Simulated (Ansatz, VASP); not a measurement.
# One calculation of BaZrO3, two programs

Contents of POSCAR:

```
BaZrO3
1.0
    3.6528767133      0.0000000000      0.0000000000
    0.0000000000      3.6528767133      0.0000000000
    0.0000000000      0.0000000000      5.4793150699
Ba Zr O
1 1 3
Direct
    0.5000000000      0.5000000000      0.5000000000
    0.0000000000      0.0000000000      0.0000000000
    0.5000000000      0.0000000000      0.0000000000
    0.0000000000      0.5000000000      0.0000000000
    0.0000000000      0.0000000000      0.5000000000
```

The input INCAR.step1:

```
SYSTEM = BaZrO3
PREC = Accurate
ENCUT = 520
ISMEAR = 0
SIGMA = 0.05
LREAL = .False.
LASPH = .True.
NELM = 80
NBANDS = 28
GGA = PE
ALGO = Normal
EDIFF = 1E-4
LWAVE = .True.
LCHARG = .False.
```

The input INCAR.step2:

```
SYSTEM = BaZrO3
PREC = Accurate
ENCUT = 520
EDIFF = 1E-6
ISMEAR = 0
SIGMA = 0.05
LREAL = .False.
LASPH = .True.
NELM = 80
ALGO = Normal
ISIF = 2
LWAVE = .False.
LCHARG = .True.
METAGGA = R2SCAN
LMIXTAU = .True.
LELF = .True.
LVHAR = .True.
NBANDS = 28
ISTART = 1
```

Contents of KPOINTS:

```
regular mesh
0
Gamma
  6 6 6
  0 0 0
```

Input for Ansatz:

```yaml
crystal:
  lattice:
    - [3.6528767133, 0.0, 0.0]
    - [0.0, 3.6528767133, 0.0]
    - [0.0, 0.0, 5.4793150699]
  atoms:
    - { symbol: Ba, position: [0.5, 0.5, 0.5] }
    - { symbol: Zr, position: [0.0, 0.0, 0.0] }
    - { symbol: O, position: [0.5, 0.0, 0.0] }
    - { symbol: O, position: [0.0, 0.5, 0.0] }
    - { symbol: O, position: [0.0, 0.0, 0.5] }
basis:
  ecutwfc: 500
kpoints:
  mp_grid: { grid: [6, 6, 6] }
hamiltonian:
  xc: r2scan
scf:
  occupations: { method: gaussian, width: 0.05 }
output:
  forces: true
  stress: true
  eigenvalues: true
```

Alike in both runs: task single point; functional r2SCAN; k mesh 6 × 6 × 6; occupations gaussian, width 0.05 eV; no spin polarisation.

|  | VASP | Ansatz |
| --- | --- | --- |
| version | VASP 6.6.1 | Ansatz 0.2.0 |
| potentials or method | VASP PAW PBE potentials, release 64 (Ba_sv, Zr_sv, O), cutoff 520 eV | scalar-relativistic, plane waves, PAW |
| valence electrons in the cell | 40 | 40 |

```tsv
	VASP	Ansatz	Ansatz less VASP
gap on the k mesh at the Fermi level (eV)	2.37	2.42	+0.048
least direct gap on the mesh (eV)	2.37	2.42	+0.048
```

VASP's potentials were made for PBE, not for r2SCAN. The functional is the same, so the differences come from potentials, cutoffs and numerics.

Spin-orbit coupling is off throughout.
